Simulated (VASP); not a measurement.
# InAs2 (P6/mmm) in VASP: further runs

Runs on InAs2. Level: PBE. Tasks: single point.

Program: VASP 6.6.1. These are calculated values, not measurements. Logs are shortened: lines on timing, memory, paths and dates and some standing lists are left out, and cuts for length are marked.

### Step 1. The cell of the first run

Symmetry: P6/mmm, No. 191, hexagonal system. Conventional cell: a = 5.076 Å, b = 5.076 Å, c = 3.032 Å, α = 90.00°, β = 90.00°, γ = 120.00°. In (site symmetry 6/mmm) has 6 As at 2.93 Å and 2 In at 3.03 Å within 3.9 Å. Within 3.9 Å of As (site symmetry -6m2) lie 3 In at 2.93 Å and 5 As at 2.93 to 3.03 Å.

### Step 2. Single point, PBE

Input file INCAR:

```
PREC     = Accurate       # precision mode
ENCUT    = 520            # plane-wave cutoff, eV
EDIFF    = 1E-6           # SCF threshold, eV
ISMEAR   = 0              # smearing method
SIGMA    = 0.1            # smearing width, eV
LREAL    = F              # projectors in reciprocal space
LASPH    = T              # aspherical terms in the spheres
NELM     = 100            # most SCF steps
ALGO     = Normal         # electronic algorithm
ISIF     = 2              # what is computed and relaxed
LWAVE    = F              # write WAVECAR
LCHARG   = F              # write CHGCAR
GGA      = PE             # functional
NBANDS   = 18             # bands
```

Input file KPOINTS:

```
Automatic mesh
0
Gamma
  6 6 4
```

Input file POSCAR:

```
InAs2
1.0
    5.0763761260      0.0000000000      0.0000000000
   -2.5381880630      4.3962706843      0.0000000000
    0.0000000000      0.0000000000      3.0323438824
In As
1 2
Direct
    0.0000000000      0.0000000000      0.5000000000
    0.3333333333      0.6666666667      0.5000000000
    0.6666666667      0.3333333333      0.5000000000
```

Potentials or basis: VASP PAW PBE potentials, release 64 (In_d, As).

The run is started by

```
$ cat potpaw_PBE.64/In_d/POTCAR potpaw_PBE.64/As/POTCAR > POTCAR
$ mpirun -np 1 vasp_std > vasp.out
```

OUTCAR:

```text
PREC = Accurate
   ENCUT = 520
   EDIFF = 1E-6
   ISMEAR = 0
   LREAL = F
   LASPH = T
   NELM = 100
   ISIF = 2
   GGA = PE

 ion  position               nearest neighbor table
   1  0.000  0.000  0.500-   2 2.93   3 2.93   3 2.93   2 2.93   3 2.93   2 2.93
   2  0.333  0.667  0.500-   1 2.93   1 2.93   1 2.93
   3  0.667  0.333  0.500-   1 2.93   1 2.93   1 2.93

  LATTYP: Found a hexagonal cell.
 ALAT       =     5.0763761260
 C/A-ratio  =     0.5973442092

  Lattice vectors:

 A1 = (   5.0763761260,   0.0000000000,   0.0000000000)
 A2 = (  -2.5381880630,   4.3962706843,   0.0000000000)
 A3 = (   0.0000000000,   0.0000000000,   3.0323438824)

Analysis of symmetry for initial positions (statically):
=====================================================================
 Subroutine PRICEL returns:
 Original cell was already a primitive cell.

 Routine SETGRP: Setting up the symmetry group for a
 hexagonal supercell.

 Subroutine GETGRP returns: Found 24 space group operations
 (whereof 24 operations were pure point group operations)
 out of a pool of 24 trial point group operations.

The static configuration has the point symmetry D_6h.

Analysis of symmetry for dynamics (positions and initial velocities):
=====================================================================
 Subroutine PRICEL returns:
 Original cell was already a primitive cell.

 Routine SETGRP: Setting up the symmetry group for a
 hexagonal supercell.

 Subroutine GETGRP returns: Found 24 space group operations
 (whereof 24 operations were pure point group operations)
 out of a pool of 24 trial point group operations.

The dynamic configuration has the point symmetry D_6h.

 Subroutine INISYM returns: Found 24 space group operations
 (whereof 24 operations are pure point group operations),
 and found     1 'primitive' translations

----------------------------------------------------------------------------------------

                                     Primitive cell

  volume of cell :      67.6732

  direct lattice vectors                    reciprocal lattice vectors
     5.076376126  0.000000000  0.000000000     0.196990919  0.113732760  0.000000000
    -2.538188063  4.396270684  0.000000000     0.000000000  0.227465521  0.000000000
     0.000000000  0.000000000  3.032343882     0.000000000  0.000000000  0.329777901

  length of vectors
     5.076376126  5.076376126  3.032343882     0.227465521  0.227465521  0.329777901

  position of ions in fractional coordinates (direct lattice)
     0.000000000  0.000000000  0.500000000
     0.333333333  0.666666667  0.500000000
     0.666666667  0.333333333  0.500000000

  ion indices of the primitive-cell ions
   primitive index   ion index
                 1           1
                 2           2
                 3           3

----------------------------------------------------------------------------------------

 KPOINTS: Automatic mesh

Automatic generation of k-mesh.
 Grid dimensions read from file:
 generate k-points for:    6    6    4

 Generating k-lattice:

  Cartesian coordinates                     Fractional coordinates (reciprocal lattice)
     0.032831820  0.018955460  0.000000000     0.166666667  0.000000000  0.000000000
     0.000000000  0.037910920  0.000000000     0.000000000  0.166666667  0.000000000
     0.000000000  0.000000000  0.082444475     0.000000000  0.000000000  0.250000000

  Length of vectors
     0.037910920  0.037910920  0.082444475

  Shift w.r.t. Gamma in fractional coordinates (k-lattice)
     0.000000000  0.000000000  0.000000000

 Subroutine IBZKPT returns following result:
 ===========================================

 Found     21 irreducible k-points:

 Following reciprocal coordinates:
            Coordinates               Weight
  0.000000  0.000000  0.000000      1.000000
  0.166667 -0.000000  0.000000      6.000000
  0.333333 -0.000000  0.000000      6.000000
  0.500000 -0.000000  0.000000      3.000000
  0.166667  0.166667  0.000000      6.000000
  0.333333  0.166667  0.000000     12.000000
[... 13 lines left out ...]
  0.333333  0.166667  0.500000     12.000000
  0.333333  0.333333  0.500000      2.000000
   k-points           NKPTS =     21   k-points in BZ     NKDIM =     21   number of bands    NBANDS=     18
   number of dos      NEDOS =    301   number of ions     NIONS =      3
   total plane-waves  NPLWV =  38400
   dimension x,y,z NGX =    40 NGY =   40 NGZ =   24
   dimension x,y,z NGXF=    80 NGYF=   80 NGZF=   48
   ions per type =               1   2
   NGX,Y,Z   is equivalent  to a cutoff of  13.10, 13.10, 13.16 a.u.
   NGXF,Y,Z  is equivalent  to a cutoff of  26.20, 26.20, 26.32 a.u.
 SYSTEM =  unknown system
   PREC   = accura    normal or accurate (medium, high low for compatibility)
   ISTART =      0    job   : 0-new  1-cont  2-samecut
   ICHARG =      2    charge: 1-file 2-atom 10-const
   ISPIN  =      1    spin polarized calculation?
   LNONCOLLINEAR =      F non collinear calculations
   LSORBIT =      F    spin-orbit coupling
   LASPH  =      T    aspherical Exc in radial PAW
   ENCUT  =  520.0 eV  38.22 Ry    6.18 a.u.   9.44  9.44  5.64*2*pi/ulx,y,z
   NELM   =    100;   NELMIN=  2; NELMDL= -5     # of ELM steps
   EDIFF  = 0.1E-05   stopping-criterion for ELM
   LREAL  =      F    real-space projection
   EDIFFG = 0.1E-04   stopping-criterion for IOM
   NSW    =      0    number of steps for IOM
   IBRION =     -1    ionic relax: 0-MD 1-quasi-New 2-CG
   NFREE  =      0    steps in history (QN), initial steepest desc. (CG)
   ISIF   =      2    stress and relaxation
   ISYM   =      2    0-nonsym 1-usesym 2-fastsym
   POTIM  = 0.5000    time-step for ionic-motion
   TEBEG  =    0.0;   TEEND  =   0.0 temperature during run
   PSTRESS=    0.0 pullay stress
   NELECT =      23.0000    total number of electrons
   NUPDOWN=      -1.0000    fix difference up-down
   EMIN   =  10.00;   EMAX   =-10.00  energy-range for DOS
   EFERMI =   0.00;   METHOD = LEGACY
   ISMEAR =     0;   SIGMA  =   0.10  broadening in eV -4-tet -1-fermi 0-gaus
   EFERMI_NEDOS =   21; number of points for ismear=-14 and -15
   IALGO  =     38    algorithm
   IMIX   =      4    mixing-type and parameters
     AMIX     =   0.40;   BMIX     =  1.00
     AMIX_MAG =   1.60;   BMIX_MAG =  1.00
  volume/ion in A,a.u.               =      22.56       152.23
  Fermi-wavevector in a.u.,A,eV,Ry     =   1.142471  2.158957 17.758871  1.305240
  Thomas-Fermi vector in A             =   2.279169
   LORBIT       =      0    0 simple, 1 ext, 2 COOP (PROOUT), +10 PAW based schemes
   GGA     = PE    functional components
   LHFCALC =     F    Hartree Fock is set to
   AEXX    =    0.0000 exact exchange contribution
   IVDW    =     0    specifies the selected vdW correction
   LEPSILON=     F    determine dielectric tensor
   LRPA    =     F    only Hartree local field effects (RPA)
 non-spin polarized calculation
 Gauss-broadening in eV      SIGMA  =   0.10
  energy-cutoff  :      520.00
  volume of cell :       67.67
 maximum number of plane-waves:      1837
 NGX is ok and might be reduce to    40
   NGX = 19   NGY = 19   NGZ = 11

 number of electron      22.9999999 magnetization

 Free energy of the ion-electron system (eV)
  ---------------------------------------------------
  ext. energy  EPLUGINS =         0.00000000
  ---------------------------------------------------
  free energy    TOTEN  =       -11.06210047 eV

  energy without entropy =      -11.06029605  energy(sigma->0) =      -11.06119826

 E-fermi :   5.9901     XC(G=0): -10.2648

 val. band max:        5.8160513841   @ k =   0.0000   0.0000   0.5000
 cond. band min:       6.0117799180   @ k =   0.5000  -0.0000   0.0000
 fundamental gap:      0.1957285338
 Fermi energy:         5.9901477227

 k-point     1 :       0.0000    0.0000    0.0000
  band No.  band energies     occupation
      1      -8.7714      2.00000
      2      -8.4674      2.00000
      3      -8.4674      2.00000
      4      -8.1941      2.00000
      5      -8.1941      2.00000
      6      -7.2153      2.00000
[... 10 lines left out ...]
     17      13.6959      0.00000
     18      17.6696      0.00000

 k-point     2 :       0.1667   -0.0000    0.0000
  band No.  band energies     occupation
      1      -8.7506      2.00000
      2      -8.4818      2.00000
      3      -8.4596      2.00000
      4      -8.1948      2.00000
      5      -8.1942      2.00000
      6      -7.0611      2.00000
[... 10 lines left out ...]
     17      13.6578      0.00000
     18      17.0727      0.00000

 k-point     3 :       0.3333   -0.0000    0.0000
  band No.  band energies     occupation
      1      -8.7160      2.00000
      2      -8.5124      2.00000
      3      -8.4438      2.00000
      4      -8.1960      2.00000
      5      -8.1944      2.00000
      6      -6.6042      2.00000
[... 10 lines left out ...]
     17      14.0759      0.00000
     18      16.1374      0.00000

 k-point     4 :       0.5000   -0.0000    0.0000
  band No.  band energies     occupation
      1      -8.7018      2.00000
      2      -8.5282      2.00000
      3      -8.4358      2.00000
      4      -8.1966      2.00000
      5      -8.1945      2.00000
      6      -6.1655      2.00000
[... 10 lines left out ...]
     17      14.4838      0.00000
     18      14.5528      0.00000

 k-point     5 :       0.1667    0.1667    0.0000
  band No.  band energies     occupation
      1      -8.7234      2.00000
      2      -8.4992      2.00000
      3      -8.4551      2.00000
      4      -8.1955      2.00000
      5      -8.1945      2.00000
      6      -6.7461      2.00000
[... 10 lines left out ...]
     17      13.9388      0.00000
     18      16.2498      0.00000

 k-point     6 :       0.3333    0.1667    0.0000
  band No.  band energies     occupation
      1      -8.7002      2.00000
      2      -8.5155      2.00000
      3      -8.4555      2.00000
      4      -8.1962      2.00000
      5      -8.1949      2.00000
      6      -6.1762      2.00000
[... 10 lines left out ...]
     17      14.4532      0.00000
     18      15.4062      0.00000

 k-point     7 :       0.3333    0.3333    0.0000
  band No.  band energies     occupation
      1      -8.6919      2.00000
      2      -8.4915      2.00000
      3      -8.4915      2.00000
      4      -8.1957      2.00000
      5      -8.1957      2.00000
      6      -5.5487      2.00000
[... 10 lines left out ...]
     17      14.9834      0.00000
     18      15.0067      0.00000

 k-point     8 :       0.0000    0.0000    0.2500
  band No.  band energies     occupation
      1      -8.4972      2.00000
      2      -8.4457      2.00000
      3      -8.4457      2.00000
      4      -8.3247      2.00000
      5      -8.3247      2.00000
      6      -6.4167      2.00000
[... 10 lines left out ...]
     17      13.8163      0.00000
     18      13.9535      0.00000
[... 166 lines left out ...]
     17      11.1177      0.00000
     18      13.0439      0.00000

 k-point    17 :       0.3333   -0.0000    0.5000
  band No.  band energies     occupation
      1      -8.4588      2.00000
      2      -8.4516      2.00000
      3      -8.4494      2.00000
      4      -8.4061      2.00000
      5      -8.1357      2.00000
      6      -4.7182      2.00000
[... 10 lines left out ...]
     17      12.3838      0.00000
     18      12.4403      0.00000

 k-point    18 :       0.5000   -0.0000    0.5000
  band No.  band energies     occupation
      1      -8.4615      2.00000
      2      -8.4587      2.00000
      3      -8.4520      2.00000
      4      -8.4001      2.00000
      5      -8.1091      2.00000
      6      -4.3782      2.00000
[... 10 lines left out ...]
     17      12.0526      0.00000
     18      13.4460      0.00000

 k-point    19 :       0.1667    0.1667    0.5000
  band No.  band energies     occupation
      1      -8.4568      2.00000
      2      -8.4519      2.00000
      3      -8.4399      2.00000
      4      -8.4141      2.00000
      5      -8.1496      2.00000
      6      -4.8300      2.00000
[... 10 lines left out ...]
     17      10.9806      0.00000
     18      12.3840      0.00000

 k-point    20 :       0.3333    0.1667    0.5000
  band No.  band energies     occupation
      1      -8.4599      2.00000
      2      -8.4536      2.00000
      3      -8.4478      2.00000
      4      -8.4107      2.00000
      5      -8.1115      2.00000
      6      -4.3636      2.00000
[... 10 lines left out ...]
     17      12.5545      0.00000
     18      12.9334      0.00000

 k-point    21 :       0.3333    0.3333    0.5000
  band No.  band energies     occupation
      1      -8.4575      2.00000
      2      -8.4575      2.00000
      3      -8.4298      2.00000
      4      -8.4298      2.00000
      5      -8.1014      2.00000
      6      -3.7876      2.00000
[... 10 lines left out ...]
     17      12.3984      0.00000
     18      12.5955      0.00000

------------------------ aborting loop because EDIFF is reached ----------------------------------------

  FORCE on cell =-STRESS in cart. coord.  units (eV):
  Direction    XX          YY          ZZ          XY          YZ          ZX
  --------------------------------------------------------------------------------------
  -------------------------------------------------------------------------------------
  Total        0.0263727      0.0263727     -0.0104008     -0.0000000     -0.0000000     -0.0000000
  in kB        0.6243785      0.6243785     -0.2462411     -0.0000000     -0.0000000     -0.0000000
  external PRESSURE =       0.3341720 kB  Pullay stress =       0.0000000 kB

 VOLUME and BASIS-vectors are now :
 -----------------------------------------------------------------------------
  energy-cutoff  :      520.00
  volume of cell :       67.67
      direct lattice vectors                 reciprocal lattice vectors
     5.076376126  0.000000000  0.000000000     0.196990919  0.113732760  0.000000000
    -2.538188063  4.396270684  0.000000000     0.000000000  0.227465521  0.000000000
     0.000000000  0.000000000  3.032343882     0.000000000  0.000000000  0.329777901

 POSITION                                       TOTAL-FORCE (eV/Angst)
 -----------------------------------------------------------------------------------
      0.00000      0.00000      1.51617         0.000000      0.000000     -0.000000
     -0.00000      2.93085      1.51617         0.000000     -0.000000      0.000000
      2.53819      1.46542      1.51617        -0.000000      0.000000     -0.000000
 -----------------------------------------------------------------------------------
    total drift:                                0.000000     -0.000000      0.000000

  FREE ENERGIE OF THE ION-ELECTRON SYSTEM (eV)
  ---------------------------------------------------
  free  energy   TOTEN  =       -11.0621004682 eV

  energy  without entropy=      -11.0602960477  energy(sigma->0) =      -11.06119826
```

Run time: 19 s. Hardware: 1 thread of AMD EPYC 7R43 (Zen 3), shared host; peak memory 0.16 GiB.

What came out:

- Free energy: -11.0621 eV
- Pressure: 0.0 GPa

Caveat: the k points lie up to 0.52 Å⁻¹ apart; spin-orbit coupling is left out, which moves the levels of the heavy elements.

### Step 3. Single point, PBE

This run uses another cell than the first one, of 29.04 Å³/atom, 1.287 times its volume.

Input file INCAR:

```
SYSTEM = InAs2
ALGO = Normal ; EDIFF = 1E-6
ENCUT = 520 ; GGA = PE
ISIF = 2 ; ISMEAR = 0
LASPH = .True. ; LCHARG = .True.
LELF = .True. ; LREAL = .False.
LVHAR = .True. ; LWAVE = .False.
NBANDS = 18 ; NELM = 60
PREC = Accurate ; SIGMA = 0.1
```

Input file KPOINTS:

```
k-points
0
Gamma
  6 6 4
  0 0 0
```

Input file POSCAR:

```
InAs2
1.0
    4.6666596000      0.0000000000      0.0000000000
   -2.3333298000      4.0414457700      0.0000000000
    0.0000000000      0.0000000000      4.6195550400
In As
1 2
Direct
    0.0000000000      0.0000000000      0.5000000000
    0.3333333300      0.6666666700      0.5000000000
    0.6666666700      0.3333333300      0.5000000000
```

Potentials or basis: VASP PAW PBE potentials, release 64 (In_d, As).

The run is started by

```
$ cat potpaw_PBE.64/In_d/POTCAR potpaw_PBE.64/As/POTCAR > POTCAR
$ mpirun -np 1 vasp_std > vasp.out
```

Wall time 34 s (1 thread of AMD EPYC 7R43 (Zen 3), shared host); peak memory 0.17 GiB.

Results (log left out):

* Free energy: -9.5772 eV
* Pressure: 11.1 GPa

Stress tensor (GPa, compression positive):
```
16.81  0.00  0.00
 0.00 16.81  0.00
 0.00  0.00 -0.18
```

Levels at points of the mesh, in eV from the Fermi level:
| k point | band 9 | band 10 | band 11 | band 12 | band 13 | band 14 | band 15 | band 16 |
| --- | --- | --- | --- | --- | --- | --- | --- | --- |
| (0.00, 0.00, 0.00) | -3.32 | -2.97 | -1.98 | -1.98 | -1.54 | 2.12 | 2.90 | 5.83 |
| (0.50, 0.00, 0.00) | -5.46 | -1.20 | -0.39 | 1.98 | 2.72 | 3.38 | 3.60 | 4.53 |
| (0.00, 0.00, 0.50) | -3.24 | -3.24 | -1.86 | -1.86 | -1.10 | 1.47 | 3.79 | 6.73 |
| (0.50, 0.00, 0.50) | -5.37 | -2.25 | -1.60 | 1.66 | 2.05 | 3.22 | 3.67 | 5.13 |

Caveat: spin-orbit coupling is left out, which moves the levels of the heavy elements.
